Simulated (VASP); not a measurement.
# Si (P1) in VASP: single point with PBE

Aim: the single point of Si with PBE.

All numbers are computed with VASP 6.6.1; they aren't measurements. Logs are shortened: lines on timing, memory, paths and dates and some standing lists are left out, and cuts for length are marked.

## Step 1: The cell of the first run

The typed cell holds 32 atoms: a = 10.862 Å, b = 10.862 Å, c = 5.431 Å, α = 90.00°, β = 90.00°, γ = 90.00°.

## Step 2: Single point, PBE

File INCAR:

```
SYSTEM = Si
PREC = Accurate ; ENCUT = 520
EDIFF = 1E-6 ; ISMEAR = 0
SIGMA = 0.01 ; LREAL = Auto
LASPH = .TRUE. ; NELM = 100
ALGO = Normal ; ISIF = 2
LWAVE = .FALSE. ; LCHARG = .FALSE.
GGA = PE ; NBANDS = 86
```

File KPOINTS:

```
Automatic mesh
0
Gamma
  1 1 1
  0.5 0.5 0.5
```

File POSCAR:

```
Si
1.0
   10.8620000000      0.0000000000      0.0000000000
    0.0000000000     10.8620000000      0.0000000000
    0.0000000000      0.0000000000      5.4310000000
Si
32
Direct
    0.0092064100      0.0055238400      0.0055238400
    0.1250000000      0.1250000000      0.2500000000
    0.0000000000      0.2500000000      0.5000000000
    0.1250000000      0.3750000000      0.7500000000
    0.2500000000      0.0000000000      0.5000000000
    0.3750000000      0.1250000000      0.7500000000
    0.2500000000      0.2500000000      0.0000000000
    0.3750000000      0.3750000000      0.2500000000
    0.0000000000      0.5000000000      0.0000000000
    0.1250000000      0.6250000000      0.2500000000
    0.0000000000      0.7500000000      0.5000000000
    0.1250000000      0.8750000000      0.7500000000
    0.2500000000      0.5000000000      0.5000000000
    0.3750000000      0.6250000000      0.7500000000
    0.2500000000      0.7500000000      0.0000000000
    0.3750000000      0.8750000000      0.2500000000
    0.5000000000      0.0000000000      0.0000000000
    0.6250000000      0.1250000000      0.2500000000
    0.5000000000      0.2500000000      0.5000000000
    0.6250000000      0.3750000000      0.7500000000
    0.7500000000      0.0000000000      0.5000000000
    0.8750000000      0.1250000000      0.7500000000
    0.7500000000      0.2500000000      0.0000000000
    0.8750000000      0.3750000000      0.2500000000
    0.5000000000      0.5000000000      0.0000000000
    0.6250000000      0.6250000000      0.2500000000
    0.5000000000      0.7500000000      0.5000000000
    0.6250000000      0.8750000000      0.7500000000
    0.7500000000      0.5000000000      0.5000000000
    0.8750000000      0.6250000000      0.7500000000
    0.7500000000      0.7500000000      0.0000000000
    0.8750000000      0.8750000000      0.2500000000
```

Potentials or basis: VASP PAW PBE potentials, release 64 (Si).

On the command line:

```console
$ cat potpaw_PBE.64/Si/POTCAR > POTCAR
$ mpirun -np 1 vasp_std > vasp.out
```

OUTCAR:

```text
SYSTEM = Si
   PREC = Accurate
   ENCUT = 520
   EDIFF = 1E-6
   ISMEAR = 0
   LREAL = Auto
   LASPH = .TRUE.
   NELM = 100
   ISIF = 2
   GGA = PE

 ion  position               nearest neighbor table
   1  0.009  0.006  0.006-   2 2.24  12 2.35  22 2.39  32 2.43
   2  0.125  0.125  0.250-   1 2.24   3 2.35   5 2.35   7 2.35
   3  0.000  0.250  0.500-   2 2.35   4 2.35  22 2.35  24 2.35
   4  0.125  0.375  0.750-   3 2.35   7 2.35   9 2.35  13 2.35
   5  0.250  0.000  0.500-   2 2.35   6 2.35  12 2.35  16 2.35
   6  0.375  0.125  0.750-   5 2.35   7 2.35  17 2.35  19 2.35
[... 24 lines left out ...]
  31  0.750  0.750  0.000-  26 2.35  28 2.35  30 2.35  32 2.35
  32  0.875  0.875  0.250-  11 2.35  21 2.35  31 2.35   1 2.43

  LATTYP: Found a simple tetragonal cell.
 ALAT       =    10.8620000000
 C/A-ratio  =     0.5000000000

  Lattice vectors:

 A1 = (  10.8620000000,   0.0000000000,   0.0000000000)
 A2 = (   0.0000000000,  10.8620000000,   0.0000000000)
 A3 = (   0.0000000000,   0.0000000000,   5.4310000000)

Analysis of symmetry for initial positions (statically):
=====================================================================
 Subroutine PRICEL returns:
 Original cell was already a primitive cell.

 Routine SETGRP: Setting up the symmetry group for a
 simple tetragonal supercell.

 Subroutine GETGRP returns: Found  1 space group operations
 (whereof  1 operations were pure point group operations)
 out of a pool of 16 trial point group operations.

The static configuration has the point symmetry C_1 .

Analysis of symmetry for dynamics (positions and initial velocities):
=====================================================================
 Subroutine PRICEL returns:
 Original cell was already a primitive cell.

 Routine SETGRP: Setting up the symmetry group for a
 simple tetragonal supercell.

 Subroutine GETGRP returns: Found  1 space group operations
 (whereof  1 operations were pure point group operations)
 out of a pool of 16 trial point group operations.

The dynamic configuration has the point symmetry C_1 .

 Subroutine INISYM returns: Found  1 space group operations
 (whereof  1 operations are pure point group operations),
 and found     1 'primitive' translations

----------------------------------------------------------------------------------------

                                     Primitive cell

  volume of cell :     640.7659

  direct lattice vectors                    reciprocal lattice vectors
    10.862000000  0.000000000  0.000000000     0.092064077  0.000000000  0.000000000
     0.000000000 10.862000000  0.000000000     0.000000000  0.092064077  0.000000000
     0.000000000  0.000000000  5.431000000     0.000000000  0.000000000  0.184128153

  length of vectors
    10.862000000 10.862000000  5.431000000     0.092064077  0.092064077  0.184128153

  position of ions in fractional coordinates (direct lattice)
     0.009206410  0.005523840  0.005523840
     0.125000000  0.125000000  0.250000000
     0.000000000  0.250000000  0.500000000
     0.125000000  0.375000000  0.750000000
     0.250000000  0.000000000  0.500000000
     0.375000000  0.125000000  0.750000000
[... 24 lines left out ...]
     0.750000000  0.750000000  0.000000000
     0.875000000  0.875000000  0.250000000

  ion indices of the primitive-cell ions
   primitive index   ion index
                 1           1
                 2           2
                 3           3
                 4           4
                 5           5
                 6           6
[... 24 lines left out ...]
                31          31
                32          32

----------------------------------------------------------------------------------------

 KPOINTS: Automatic mesh

Automatic generation of k-mesh.
 Grid dimensions read from file:
 generate k-points for:    1    1    1

 Generating k-lattice:

  Cartesian coordinates                     Fractional coordinates (reciprocal lattice)
     0.092064077  0.000000000  0.000000000     1.000000000  0.000000000  0.000000000
     0.000000000  0.092064077  0.000000000     0.000000000  1.000000000  0.000000000
     0.000000000  0.000000000  0.184128153     0.000000000  0.000000000  1.000000000

  Length of vectors
     0.092064077  0.092064077  0.184128153

  Shift w.r.t. Gamma in fractional coordinates (k-lattice)
     0.500000000  0.500000000  0.500000000

 Subroutine IBZKPT returns following result:
 ===========================================

 Found      1 irreducible k-points:

 Following reciprocal coordinates:
            Coordinates               Weight
  0.500000  0.500000  0.500000      1.000000
   k-points           NKPTS =      1   k-points in BZ     NKDIM =      1   number of bands    NBANDS=     86
   number of dos      NEDOS =    301   number of ions     NIONS =     32
   total plane-waves  NPLWV = 282240
   dimension x,y,z NGX =    84 NGY =   84 NGZ =   40
   dimension x,y,z NGXF=   168 NGYF=  168 NGZF=   80
   ions per type =              32
   NGX,Y,Z   is equivalent  to a cutoff of  12.86, 12.86, 12.24 a.u.
   NGXF,Y,Z  is equivalent  to a cutoff of  25.71, 25.71, 24.49 a.u.
 SYSTEM =  Si
   PREC   = accura    normal or accurate (medium, high low for compatibility)
   ISTART =      0    job   : 0-new  1-cont  2-samecut
   ICHARG =      2    charge: 1-file 2-atom 10-const
   ISPIN  =      1    spin polarized calculation?
   LNONCOLLINEAR =      F non collinear calculations
   LSORBIT =      F    spin-orbit coupling
   LASPH  =      T    aspherical Exc in radial PAW
   ENCUT  =  520.0 eV  38.22 Ry    6.18 a.u.  20.20 20.20 10.10*2*pi/ulx,y,z
   NELM   =    100;   NELMIN=  2; NELMDL= -5     # of ELM steps
   EDIFF  = 0.1E-05   stopping-criterion for ELM
   LREAL  =      T    real-space projection
   EDIFFG = 0.1E-04   stopping-criterion for IOM
   NSW    =      0    number of steps for IOM
   IBRION =     -1    ionic relax: 0-MD 1-quasi-New 2-CG
   NFREE  =      0    steps in history (QN), initial steepest desc. (CG)
   ISIF   =      2    stress and relaxation
   ISYM   =      2    0-nonsym 1-usesym 2-fastsym
   POTIM  = 0.5000    time-step for ionic-motion
   TEBEG  =    0.0;   TEEND  =   0.0 temperature during run
   PSTRESS=    0.0 pullay stress
   NELECT =     128.0000    total number of electrons
   NUPDOWN=      -1.0000    fix difference up-down
   EMIN   =  10.00;   EMAX   =-10.00  energy-range for DOS
   EFERMI =   0.00;   METHOD = LEGACY
   ISMEAR =     0;   SIGMA  =   0.01  broadening in eV -4-tet -1-fermi 0-gaus
   EFERMI_NEDOS =   21; number of points for ismear=-14 and -15
   IALGO  =     38    algorithm
   IMIX   =      4    mixing-type and parameters
     AMIX     =   0.40;   BMIX     =  1.00
     AMIX_MAG =   1.60;   BMIX_MAG =  1.00
  volume/ion in A,a.u.               =      20.02       135.13
  Fermi-wavevector in a.u.,A,eV,Ry     =   0.956999  1.808467 12.460868  0.915848
  Thomas-Fermi vector in A             =   2.085978
   LORBIT       =      0    0 simple, 1 ext, 2 COOP (PROOUT), +10 PAW based schemes
   GGA     = PE    functional components
   LHFCALC =     F    Hartree Fock is set to
   AEXX    =    0.0000 exact exchange contribution
   IVDW    =     0    specifies the selected vdW correction
   LEPSILON=     F    determine dielectric tensor
   LRPA    =     F    only Hartree local field effects (RPA)
 non-spin polarized calculation
 Gauss-broadening in eV      SIGMA  =   0.01
  energy-cutoff  :      520.00
  volume of cell :      640.77
 maximum number of plane-waves:     17296
 NGX is ok and might be reduce to    80
   NGX = 41   NGY = 41   NGZ = 21

 number of electron     127.9999986 magnetization

 Free energy of the ion-electron system (eV)
  ---------------------------------------------------
  ext. energy  EPLUGINS =         0.00000000
  ---------------------------------------------------
  free energy    TOTEN  =      -174.74509071 eV

  energy without entropy =     -174.74509071  energy(sigma->0) =     -174.74509071

 E-fermi :   4.3561     XC(G=0):  -9.4221

 val. band max:        4.2694854811   @ k =   0.5000   0.5000   0.5000
 cond. band min:       8.0103707110   @ k =   0.5000   0.5000   0.5000
 fundamental gap:      3.7408852299
 Fermi energy:         4.3561367182

 k-point     1 :       0.5000    0.5000    0.5000
  band No.  band energies     occupation
      1      -4.6617      2.00000
      2      -4.6008      2.00000
      3      -4.5949      2.00000
      4      -4.5939      2.00000
      5      -4.5923      2.00000
      6      -4.5888      2.00000
[... 68 lines left out ...]
     75       8.8721      0.00000
     76       8.8736      0.00000
 [bands above 76 left out]

------------------------ aborting loop because EDIFF is reached ----------------------------------------

  FORCE on cell =-STRESS in cart. coord.  units (eV):
  Direction    XX          YY          ZZ          XY          YZ          ZX
  --------------------------------------------------------------------------------------
  -------------------------------------------------------------------------------------
  Total       25.2260217     25.3353279    -29.3496347      0.4651390      1.0235859      0.6606485
  in kB       63.0753905     63.3487008    -73.3861126      1.1630381      2.5593841      1.6518918
  external PRESSURE =      17.6793263 kB  Pullay stress =       0.0000000 kB

 VOLUME and BASIS-vectors are now :
 -----------------------------------------------------------------------------
  energy-cutoff  :      520.00
  volume of cell :      640.77
      direct lattice vectors                 reciprocal lattice vectors
    10.862000000  0.000000000  0.000000000     0.092064077  0.000000000  0.000000000
     0.000000000 10.862000000  0.000000000     0.000000000  0.092064077  0.000000000
     0.000000000  0.000000000  5.431000000     0.000000000  0.000000000  0.184128153

 POSITION                                       TOTAL-FORCE (eV/Angst)
 -----------------------------------------------------------------------------------
      0.10000      0.06000      0.03000        -1.462582     -0.952697     -0.586674
      1.35775      1.35775      1.35775         0.647343      0.642031      0.590985
      0.00000      2.71550      2.71550        -0.082497      0.044296     -0.006736
      1.35775      4.07325      4.07325         0.012772      0.000547     -0.001254
      2.71550      0.00000      2.71550         0.076974     -0.048297     -0.000108
      4.07325      1.35775      4.07325         0.005817      0.004759      0.001462
[... 24 lines left out ...]
      8.14650      8.14650      0.00000         0.029096      0.025484     -0.026452
      9.50425      9.50425      1.35775         0.372085      0.343477     -0.212117
 -----------------------------------------------------------------------------------
    total drift:                                0.000768      0.000522      0.001350

  FREE ENERGIE OF THE ION-ELECTRON SYSTEM (eV)
  ---------------------------------------------------
  free  energy   TOTEN  =      -174.7450907077 eV

  energy  without entropy=     -174.7450907077  energy(sigma->0) =     -174.74509071
```

It took 2.6 min on 1 thread of Intel Xeon 8259CL, shared host; peak memory 0.57 GiB.

What came out:

| Property | Result |
| --- | --- |
| Free energy | -174.7451 eV |
| Pressure | 1.8 GPa |
| Largest force | 1.841 eV/Å |
| Band gap on the k mesh | 3.74 eV |

Forces in eV/Å, atoms in the order of the input:
```
Si  -1.463 -0.953 -0.587
Si   0.647  0.642  0.591
Si  -0.082  0.044 -0.007
Si   0.013  0.001 -0.001
Si   0.077 -0.048  0.000
Si   0.006  0.005  0.001
Si   0.028  0.024  0.006
Si   0.000  0.000  0.000
Si  -0.026 -0.003  0.001
Si   0.019  0.009  0.005
Si  -0.090  0.044  0.025
Si   0.080  0.013  0.017
Si   0.004 -0.001  0.002
Si   0.002 -0.001  0.007
Si   0.017 -0.002 -0.016
Si   0.008  0.013 -0.006
Si  -0.005 -0.016  0.001
Si   0.010  0.014  0.005
Si  -0.001  0.002  0.002
Si  -0.001  0.001  0.005
Si   0.071 -0.055  0.018
Si   0.233 -0.122  0.180
Si   0.011  0.003 -0.007
Si   0.018  0.006 -0.007
Si   0.003  0.002 -0.009
Si   0.001  0.001  0.009
Si  -0.001  0.003  0.002
Si   0.003  0.006 -0.002
Si   0.004  0.000  0.002
Si   0.014 -0.001  0.001
Si   0.029  0.025 -0.026
Si   0.372  0.343 -0.212
```

Caveat: the k points lie up to 1.16 Å⁻¹ apart; a shifted mesh leaves out Γ, where band edges can lie; forces of over 1 eV/Å act on the atoms, so gaps and moduli don't describe the material at rest. A k mesh can miss the band edges.
